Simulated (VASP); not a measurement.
Wanted: the native input for a VASP 6.6.1 run.

```
Task                               : single point
Functional                         : HF
Potentials or basis                : VASP PAW PBE potentials, release 64 (S, Li_sv)
Cutoff                             : 650 eV
k mesh                             : 6 × 6 × 6
Occupations                        : gaussian, width 0.01 eV
Spin                               : no spin polarisation
Dipole correction                  : no
Grid for exact exchange (PRECFOCK) : Normal
Further INCAR settings             : ALGO = Normal; EDIFF = 1e-06; NBANDS = 13
Share of exact exchange            : 1
```

The system is Li2S.

```
CELL_PARAMETERS angstrom
0.00000 2.84529 2.84529
2.84529 0.00000 2.84529
2.84529 2.84529 0.00000
ATOMIC_POSITIONS crystal
S 0.00000 0.00000 0.00000
Li 0.25000 0.25000 0.25000
Li 0.75000 0.75000 0.75000
```

The input as run:

POSCAR

```
Li2S
1.0
    0.0000000000      2.8452943326      2.8452943326
    2.8452943326      0.0000000000      2.8452943326
    2.8452943326      2.8452943326      0.0000000000
S Li
1 2
Direct
    0.0000000000      0.0000000000      0.0000000000
    0.2500000000      0.2500000000      0.2500000000
    0.7500000000      0.7500000000      0.7500000000
```

INCAR.step1

```
SYSTEM = Li2S
PREC     = Accurate       ! precision mode
ENCUT    = 650            ! plane-wave cutoff, eV
EDIFF    = 1E-5           ! SCF threshold, eV
ISMEAR   = 0              ! smearing method
SIGMA    = 0.01           ! smearing width, eV
LREAL    = .FALSE.        ! projectors in reciprocal space
LASPH    = .TRUE.         ! aspherical terms in the spheres
NELM     = 120            ! most SCF steps
ALGO     = Normal         ! electronic algorithm
ISIF     = 2              ! what is computed and relaxed
LWAVE    = .TRUE.         ! write WAVECAR
LCHARG   = .FALSE.        ! write CHGCAR
GGA      = PE             ! functional
NBANDS   = 13             ! bands
GGA_COMPAT= .FALSE.
```

INCAR.step2

```
SYSTEM = Li2S
PREC     = Accurate       ! precision mode
ENCUT    = 650            ! plane-wave cutoff, eV
EDIFF    = 1E-6           ! SCF threshold, eV
ISMEAR   = 0              ! smearing method
SIGMA    = 0.01           ! smearing width, eV
LREAL    = .FALSE.        ! projectors in reciprocal space
LASPH    = .TRUE.         ! aspherical terms in the spheres
NELM     = 120            ! most SCF steps
ALGO     = Normal         ! electronic algorithm
ISIF     = 2              ! what is computed and relaxed
LWAVE    = .FALSE.        ! write WAVECAR
LCHARG   = .FALSE.        ! write CHGCAR
GGA      = PE             ! functional
LHFCALC  = .TRUE.         ! exact exchange
AEXX     = 1.0            ! exact-exchange fraction
ALDAC    = 0.0          
AGGAC    = 0.0          
PRECFOCK = Normal       
ISTART   = 1            
NBANDS   = 13             ! bands
GGA_COMPAT= .FALSE.
```

KPOINTS

```
regular mesh
0
G
  6 6 6
  0 0 0
```

Potentials or basis: VASP PAW PBE potentials, release 64 (S, Li_sv).

Launch:

```bash
$ cat potpaw_PBE.64/S/POTCAR potpaw_PBE.64/Li_sv/POTCAR > POTCAR
$ cp INCAR.step1 INCAR
$ mpirun -np 1 vasp_std > vasp.out
$ cp INCAR.step2 INCAR
$ mpirun -np 1 vasp_std > vasp.out
```

Results of the run:

```yaml
Pressure: 1.9 GPa
Band_gap_on_the_k_mesh: 10.47 eV (least direct gap 11.84 eV)
```

Caveat: the structure was generated, so it needn't be the stable form of Li2S; the PAW data sets were made with another functional, which shifts forces and pressure a little.

Wall time 38 min on 1 thread of Intel(R) Xeon(R) Platinum 8259CL CPU @ 2.50GHz (Skylake/Cascade Lake), with other jobs on the host, peak memory 0.23 GiB.
